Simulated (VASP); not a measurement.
# Ni2N (P6/mmm) in VASP: notebook

Ni2N is run at these levels: PBE; tasks: single point, relaxation of cell and atoms.

Everything below comes from runs of VASP 6.6.1. Logs are shortened: lines on timing, memory, paths and dates and some standing lists are left out, and cuts for length are marked.

### Step 1. The cell of the first run

The structure is hexagonal, space group P6/mmm (No. 191). Conventional cell: a = 3.786 Å, b = 3.786 Å, c = 2.467 Å, α = 90.00°, β = 90.00°, γ = 120.00°. Ni (site symmetry -6m2) has 5 Ni at 2.19 to 2.47 Å and 6 N at 2.51 Å within 2.9 Å. Within 3.3 Å of N (site symmetry 6/mmm) lie 2 N at 2.47 Å and 12 Ni at 2.51 Å.

The cell was built from a structure type or drawn by symmetry, and may not be a known phase.

### Step 2. Single point, PBE, collinear spin, antiferromagnetic start

INCAR reads:

```
SYSTEM = Ni2N
PREC = Accurate ; ENCUT = 520
EDIFF = 1E-7 ; ISMEAR = 0
SIGMA = 0.1 ; LREAL = .FALSE.
LASPH = .TRUE. ; NELM = 150
ALGO = Normal ; ISIF = 2
LWAVE = .FALSE. ; LCHARG = .FALSE.
ISPIN = 2 ; MAGMOM = -2 2 0
LORBIT = 11 ; LMAXMIX = 4
GGA = PE ; NBANDS = 24
```

KPOINTS reads:

```
Automatic mesh
0
G
  6 6 6
  0 0 0
```

POSCAR reads:

```
Ni2N
1.0
    3.7858475835      0.0000000035      0.0000000000
   -1.8929237948      3.2786401804      0.0000000000
    0.0000000000      0.0000000000      2.4667995308
Ni N
2 1
Direct
    0.3333333333      0.6666666667      0.5000000000
    0.6666666667      0.3333333333      0.5000000000
    0.0000000000      0.0000000000      0.0000000000
```

Potentials or basis: VASP PAW PBE potentials, release 64 (Ni, N).

The run is started by

```sh
> cat potpaw_PBE.64/Ni/POTCAR potpaw_PBE.64/N/POTCAR > POTCAR
> mpirun -np 1 vasp_std > vasp.out
```

OUTCAR:

```text
SYSTEM = Ni2N
   PREC = Accurate
   ENCUT = 520
   EDIFF = 1E-7
   ISMEAR = 0
   LREAL = .FALSE.
   LASPH = .TRUE.
   NELM = 150
   ISIF = 2
   ISPIN = 2
   LORBIT = 11
   GGA = PE

 ion  position               nearest neighbor table
   1  0.333  0.667  0.500-   2 2.19   2 2.19   2 2.19
   2  0.667  0.333  0.500-   1 2.19   1 2.19   1 2.19
   3  0.000  0.000  0.000-

  LATTYP: Found a hexagonal cell.
 ALAT       =     3.7858475835
 C/A-ratio  =     0.6515844805

  Lattice vectors:

 A1 = (   3.7858475835,   0.0000000035,   0.0000000000)
 A2 = (  -1.8929237948,   3.2786401804,   0.0000000000)
 A3 = (   0.0000000000,   0.0000000000,   2.4667995308)

Analysis of symmetry for initial positions (statically):
=====================================================================
 Subroutine PRICEL returns:
 Original cell was already a primitive cell.

 Routine SETGRP: Setting up the symmetry group for a
 hexagonal supercell.

 Subroutine GETGRP returns: Found 24 space group operations
 (whereof 24 operations were pure point group operations)
 out of a pool of 24 trial point group operations.

The static configuration has the point symmetry D_6h.

Analysis of symmetry for dynamics (positions and initial velocities):
=====================================================================
 Subroutine PRICEL returns:
 Original cell was already a primitive cell.

 Routine SETGRP: Setting up the symmetry group for a
 hexagonal supercell.

 Subroutine GETGRP returns: Found 24 space group operations
 (whereof 24 operations were pure point group operations)
 out of a pool of 24 trial point group operations.

The dynamic configuration has the point symmetry D_6h.

Analysis of structural, dynamic, and magnetic symmetry:
=====================================================================
 Subroutine PRICEL returns:
 Original cell was already a primitive cell.

 Routine SETGRP: Setting up the symmetry group for a
 hexagonal supercell.

 Subroutine GETGRP returns: Found 24 space group operations
 (whereof 24 operations were pure point group operations)
 out of a pool of 24 trial point group operations.

The overall configuration has the point symmetry D_6h.

 Subroutine INISYM returns: Found 24 space group operations
 (whereof 24 operations are pure point group operations),
 and found     1 'primitive' translations

----------------------------------------------------------------------------------------

                                     Primitive cell

  volume of cell :      30.6190

  direct lattice vectors                    reciprocal lattice vectors
     3.785847583  0.000000003  0.000000000     0.264141643  0.152502249  0.000000000
    -1.892923795  3.278640180  0.000000000    -0.000000000  0.305004497  0.000000000
     0.000000000  0.000000000  2.466799531     0.000000000  0.000000000  0.405383570

  length of vectors
     3.785847583  3.785847583  2.466799531     0.305004497  0.305004497  0.405383570

  position of ions in fractional coordinates (direct lattice)
     0.333333333  0.666666667  0.500000000
     0.666666667  0.333333333  0.500000000
     0.000000000  0.000000000  0.000000000

  ion indices of the primitive-cell ions
   primitive index   ion index
                 1           1
                 2           2
                 3           3

----------------------------------------------------------------------------------------

 KPOINTS: Automatic mesh

Automatic generation of k-mesh.
 Grid dimensions read from file:
 generate k-points for:    6    6    6

 Generating k-lattice:

  Cartesian coordinates                     Fractional coordinates (reciprocal lattice)
     0.044023607  0.025417041  0.000000000     0.166666667 -0.000000000  0.000000000
    -0.000000000  0.050834083  0.000000000     0.000000000  0.166666667  0.000000000
     0.000000000  0.000000000  0.067563928     0.000000000  0.000000000  0.166666667

  Length of vectors
     0.050834083  0.050834083  0.067563928

  Shift w.r.t. Gamma in fractional coordinates (k-lattice)
     0.000000000  0.000000000  0.000000000

 Subroutine IBZKPT returns following result:
 ===========================================

 Found     28 irreducible k-points:

 Following reciprocal coordinates:
            Coordinates               Weight
  0.000000  0.000000  0.000000      1.000000
  0.166667  0.000000  0.000000      6.000000
  0.333333  0.000000  0.000000      6.000000
  0.500000  0.000000  0.000000      3.000000
  0.166667  0.166667  0.000000      6.000000
  0.333333  0.166667  0.000000     12.000000
[... 16 lines left out ...]
  0.166667  0.000000  0.500000      6.000000
  0.333333  0.000000  0.500000      6.000000
 [... further k-points ...]
   k-points           NKPTS =     28   k-points in BZ     NKDIM =     28   number of bands    NBANDS=     24
   number of dos      NEDOS =    301   number of ions     NIONS =      3
   total plane-waves  NPLWV =  14112
   dimension x,y,z NGX =    28 NGY =   28 NGZ =   18
   dimension x,y,z NGXF=    56 NGYF=   56 NGZF=   36
   ions per type =               2   1
   NGX,Y,Z   is equivalent  to a cutoff of  12.30, 12.30, 12.13 a.u.
   NGXF,Y,Z  is equivalent  to a cutoff of  24.59, 24.59, 24.26 a.u.
 SYSTEM =  Ni2N
   PREC   = accura    normal or accurate (medium, high low for compatibility)
   ISTART =      0    job   : 0-new  1-cont  2-samecut
   ICHARG =      2    charge: 1-file 2-atom 10-const
   ISPIN  =      2    spin polarized calculation?
   LNONCOLLINEAR =      F non collinear calculations
   LSORBIT =      F    spin-orbit coupling
   LASPH  =      T    aspherical Exc in radial PAW
   ENCUT  =  520.0 eV  38.22 Ry    6.18 a.u.   7.04  7.04  4.59*2*pi/ulx,y,z
   NELM   =    150;   NELMIN=  2; NELMDL= -5     # of ELM steps
   EDIFF  = 0.1E-06   stopping-criterion for ELM
   LREAL  =      F    real-space projection
   EDIFFG = 0.1E-05   stopping-criterion for IOM
   NSW    =      0    number of steps for IOM
   IBRION =     -1    ionic relax: 0-MD 1-quasi-New 2-CG
   NFREE  =      0    steps in history (QN), initial steepest desc. (CG)
   ISIF   =      2    stress and relaxation
   ISYM   =      2    0-nonsym 1-usesym 2-fastsym
   POTIM  = 0.5000    time-step for ionic-motion
   TEBEG  =    0.0;   TEEND  =   0.0 temperature during run
   PSTRESS=    0.0 pullay stress
   NELECT =      25.0000    total number of electrons
   NUPDOWN=      -1.0000    fix difference up-down
   EMIN   =  10.00;   EMAX   =-10.00  energy-range for DOS
   EFERMI =   0.00;   METHOD = LEGACY
   ISMEAR =     0;   SIGMA  =   0.10  broadening in eV -4-tet -1-fermi 0-gaus
   EFERMI_NEDOS =   21; number of points for ismear=-14 and -15
   IALGO  =     38    algorithm
   IMIX   =      4    mixing-type and parameters
     AMIX     =   0.40;   BMIX     =  1.00
     AMIX_MAG =   1.60;   BMIX_MAG =  1.00
  volume/ion in A,a.u.               =      10.21        68.88
  Fermi-wavevector in a.u.,A,eV,Ry     =   1.530117  2.891502 31.854742  2.341257
  Thomas-Fermi vector in A             =   2.637644
   LORBIT       =     11    0 simple, 1 ext, 2 COOP (PROOUT), +10 PAW based schemes
   GGA     = PE    functional components
   LHFCALC =     F    Hartree Fock is set to
   AEXX    =    0.0000 exact exchange contribution
   IVDW    =     0    specifies the selected vdW correction
   LEPSILON=     F    determine dielectric tensor
   LRPA    =     F    only Hartree local field effects (RPA)
 spin polarized calculation
 Gauss-broadening in eV      SIGMA  =   0.10
  energy-cutoff  :      520.00
  volume of cell :       30.62
 maximum number of plane-waves:       842
   NGX = 15   NGY = 15   NGZ =  9

 number of electron      25.0000027 magnetization      -0.0000000

 number of electron      25.0000027 magnetization       0.0000000

 Free energy of the ion-electron system (eV)
  ---------------------------------------------------
  ext. energy  EPLUGINS =         0.00000000
  ---------------------------------------------------
  free energy    TOTEN  =       -14.49136196 eV

  energy without entropy =      -14.45082493  energy(sigma->0) =      -14.47109345

 E-fermi :   7.8580     XC(G=0): -12.7503

 val. band max:        7.8580016121   @ k =   0.1667   0.1667   0.3333
 cond. band min:       7.8831689715   @ k =   0.1667   0.1667   0.0000
 fundamental gap:      0.0251673594
 Fermi energy:         7.8580437298

 spin component 1

 k-point     1 :       0.0000    0.0000    0.0000
  band No.  band energies     occupation
      1      -7.3507      1.00000
      2       3.2768      1.00000
      3       3.2768      1.00000
      4       4.2842      1.00000
      5       5.4025      1.00000
      6       5.4025      1.00000
[... 16 lines left out ...]
     23      35.9375      0.00000
     24      35.9375      0.00000
[... 598 lines left out ...]
      2       2.2259      1.00000
      3       3.5028      1.00000
      4       3.7714      1.00000
      5       4.7908      1.00000
      6       5.1613      1.00000
[... 16 lines left out ...]
     23      27.7913      0.00000
     24      30.0739      0.00000

 [... further k-points ...]

 spin component 2

 k-point     1 :       0.0000    0.0000    0.0000
  band No.  band energies     occupation
      1      -7.3507      1.00000
      2       3.2768      1.00000
      3       3.2768      1.00000
      4       4.2842      1.00000
      5       5.4025      1.00000
      6       5.4025      1.00000
[... 16 lines left out ...]
     23      35.9375      0.00000
     24      35.9375      0.00000
[... 598 lines left out ...]
      2       2.2259      1.00000
      3       3.5028      1.00000
      4       3.7714      1.00000
      5       4.7908      1.00000
      6       5.1613      1.00000
[... 16 lines left out ...]
     23      27.7913      0.00000
     24      30.0739      0.00000

 [... further k-points ...]

------------------------ aborting loop because EDIFF is reached ----------------------------------------

  FORCE on cell =-STRESS in cart. coord.  units (eV):
  Direction    XX          YY          ZZ          XY          YZ          ZX
  --------------------------------------------------------------------------------------
  -------------------------------------------------------------------------------------
  Total       -0.0260920     -0.0260920     -0.0872057      0.0000000     -0.0000000      0.0000000
  in kB       -1.3652949     -1.3652949     -4.5631490      0.0000000     -0.0000000      0.0000000
  external PRESSURE =      -2.4312462 kB  Pullay stress =       0.0000000 kB

 VOLUME and BASIS-vectors are now :
 -----------------------------------------------------------------------------
  energy-cutoff  :      520.00
  volume of cell :       30.62
      direct lattice vectors                 reciprocal lattice vectors
     3.785847583  0.000000003  0.000000000     0.264141643  0.152502249  0.000000000
    -1.892923795  3.278640180  0.000000000    -0.000000000  0.305004497  0.000000000
     0.000000000  0.000000000  2.466799531     0.000000000  0.000000000  0.405383570

 POSITION                                       TOTAL-FORCE (eV/Angst)
 -----------------------------------------------------------------------------------
     -0.00000      2.18576      1.23340         0.000000      0.000000     -0.000000
      1.89292      1.09288      1.23340        -0.000000     -0.000000      0.000000
      0.00000      0.00000      0.00000         0.000000      0.000000      0.000000
 -----------------------------------------------------------------------------------
    total drift:                                0.000000      0.000000     -0.000000

  FREE ENERGIE OF THE ION-ELECTRON SYSTEM (eV)
  ---------------------------------------------------
  free  energy   TOTEN  =       -14.4913619631 eV

  energy  without entropy=      -14.4508249315  energy(sigma->0) =      -14.47109345

 total charge

# of ion       s       p       d       tot
------------------------------------------
    1        0.455   0.406   8.400   9.261
    2        0.455   0.406   8.400   9.261
    3        1.367   2.000   0.000   3.366
--------------------------------------------------
tot          2.276   2.812  16.800  21.889

 magnetization (x)

# of ion       s       p       d       tot
------------------------------------------
    1        0.000   0.000  -0.000  -0.000
    2       -0.000  -0.000   0.000   0.000
    3        0.000   0.000   0.000   0.000
--------------------------------------------------
tot          0.000   0.000   0.000   0.000
```

It took 86 s on 1 thread of Intel Xeon 8259CL, shared host; peak memory 0.17 GiB.

What came out:

```
Free energy                                           : -14.4914 eV
Pressure                                              : -0.2 GPa
Net moment                                            : 0.00 μB per cell
Valence electrons inside the program's atomic spheres : Ni 9.26; N 3.37
```

Stress tensor (GPa, compression positive):
```
-0.14  0.00  0.00
 0.00 -0.14  0.00
 0.00  0.00 -0.46
```

Levels at points of the mesh, in eV from the Fermi level:
Spin up:
| k point | band 8 | band 9 | band 10 | band 11 | band 12 | band 13 | band 14 | band 15 | band 16 | band 17 |
| --- | --- | --- | --- | --- | --- | --- | --- | --- | --- | --- |
| (0.00, 0.00, 0.00) | -2.14 | -1.31 | -1.31 | -0.29 | -0.29 | 0.57 | 0.57 | 1.11 | 5.80 | 5.80 |
| (0.50, 0.00, 0.00) | -1.46 | -1.45 | -0.59 | -0.54 | -0.49 | -0.14 | 1.64 | 1.68 | 4.53 | 8.43 |
| (0.00, 0.00, 0.50) | -2.05 | -1.89 | -1.89 | -0.61 | 0.50 | 0.72 | 0.72 | 2.29 | 5.73 | 11.25 |
| (0.50, 0.00, 0.50) | -2.32 | -0.86 | -0.42 | -0.37 | 0.13 | 0.37 | 0.52 | 4.35 | 6.07 | 7.03 |
Spin down:
| k point | band 9 | band 10 | band 11 | band 12 | band 13 | band 14 | band 15 | band 16 |
| --- | --- | --- | --- | --- | --- | --- | --- | --- |
| (0.00, 0.00, 0.00) | -1.31 | -1.31 | -0.29 | -0.29 | 0.57 | 0.57 | 1.11 | 5.80 |
| (0.50, 0.00, 0.00) | -1.45 | -0.59 | -0.54 | -0.49 | -0.14 | 1.64 | 1.68 | 4.53 |
| (0.00, 0.00, 0.50) | -1.89 | -1.89 | -0.61 | 0.50 | 0.72 | 0.72 | 2.29 | 5.73 |
| (0.50, 0.00, 0.50) | -0.86 | -0.42 | -0.37 | 0.13 | 0.37 | 0.52 | 4.35 | 6.07 |

Caveat: the k points lie up to 0.42 Å⁻¹ apart. With open d or f shells a metallic result of PBE can be an artefact of self-interaction; +U or a hybrid may open a gap.

### Step 3. Relaxation of cell and atoms, PBE, collinear spin, antiferromagnetic start

This run uses another cell than the first one, of 8.76 Å³/atom.

INCAR reads:

```
  PREC = Accurate
  ENCUT = 600
  EDIFF = 1E-7
  ISMEAR = 0
  SIGMA = 0.1
  LREAL = F
  LASPH = T
  NELM = 150
  ALGO = Normal
  ISIF = 3
  LWAVE = F
  LCHARG = F
  ISPIN = 2
  MAGMOM = -2 2 0
  LORBIT = 11
  LMAXMIX = 4
  GGA = PE
  IBRION = 2
  NSW = 90
  EDIFFG = -0.04
```

KPOINTS reads:

```
Automatic mesh
0
Gamma
  6 6 6
```

POSCAR reads:

```
Ni2N
1.0
    3.0849482700      0.0000000000      0.0000000000
   -1.5424741400      2.6716435700      0.0000000000
    0.0000000000      0.0000000000      3.1888164700
Ni N
2 1
Direct
    0.3333333300      0.6666666700      0.5000000000
    0.6666666700      0.3333333300      0.5000000000
    0.0000000000      0.0000000000      0.0000000000
```

Potentials or basis: VASP PAW PBE potentials, release 64 (Ni, N).

The run is started by

```sh
> cat potpaw_PBE.64/Ni/POTCAR potpaw_PBE.64/N/POTCAR > POTCAR
> mpirun -np 1 vasp_std > vasp.out
```

Wall time 16 min (1 thread of Intel Xeon 8259CL, shared host); peak memory 0.2 GiB.

The run converged. Its results:

| Item | Value |
| --- | --- |
| Free energy | -14.4728 eV |
| Relaxed volume | 10.14 Å³/atom |
| Relaxed cell | a = 3.775 Å, b = 3.775 Å, c = 2.465 Å, α = 90.00°, β = 90.00°, γ = 120.00° |
| Space group after relaxing (to 0.1 Å) | P6/mmm (No. 191) |
| Pressure after relaxing | 0.1 GPa |
| Net moment | 0.00 μB per cell |
| Valence electrons inside the program's atomic spheres | Ni 9.27; N 3.35 |

Stress tensor (GPa, compression positive):
```
0.07 0.00 0.00
0.00 0.07 0.00
0.00 0.00 0.19
```

Final structure:
```xyz
3
Lattice="3.7747 0.0000 0.0000 -1.8874 3.2690 0.0000 0.0000 0.0000 2.4650" Properties=species:S:1:pos:R:3 pbc="T T T"
Ni    0.0000    2.1793    1.2325
Ni    1.8874    1.0897    1.2325
N    -1.8874    3.2690    0.0000
```

Levels at points of the mesh, in eV from the Fermi level:
Spin up:
```csv
k point,band 9,band 10,band 11,band 12,band 13,band 14,band 15,band 16
"(0.00, 0.00, 0.00)",-1.33,-1.33,-0.29,-0.29,0.58,0.58,1.09,5.83
"(0.50, 0.00, 0.00)",-1.48,-0.60,-0.55,-0.49,-0.14,1.63,1.71,4.58
"(0.00, 0.00, 0.50)",-1.92,-1.92,-0.62,0.49,0.74,0.74,2.30,5.76
"(0.50, 0.00, 0.50)",-0.87,-0.43,-0.37,0.13,0.37,0.53,4.36,6.09
```
Spin down:
| k point | band 8 | band 9 | band 10 | band 11 | band 12 | band 13 | band 14 | band 15 | band 16 |
| --- | --- | --- | --- | --- | --- | --- | --- | --- | --- |
| (0.00, 0.00, 0.00) | -2.15 | -1.33 | -1.33 | -0.29 | -0.29 | 0.58 | 0.58 | 1.09 | 5.83 |
| (0.50, 0.00, 0.00) | -1.48 | -1.48 | -0.60 | -0.55 | -0.49 | -0.14 | 1.63 | 1.71 | 4.58 |
| (0.00, 0.00, 0.50) | -2.08 | -1.92 | -1.92 | -0.62 | 0.49 | 0.74 | 0.74 | 2.30 | 5.76 |
| (0.50, 0.00, 0.50) | -2.33 | -0.87 | -0.43 | -0.37 | 0.13 | 0.37 | 0.53 | 4.36 | 6.09 |

Caveat: the k points lie up to 0.42 Å⁻¹ apart in the final cell; the volume moved by over 15 % at a fixed basis, so the end points are rough. With open d or f shells a metallic result of PBE can be an artefact of self-interaction; +U or a hybrid may open a gap.
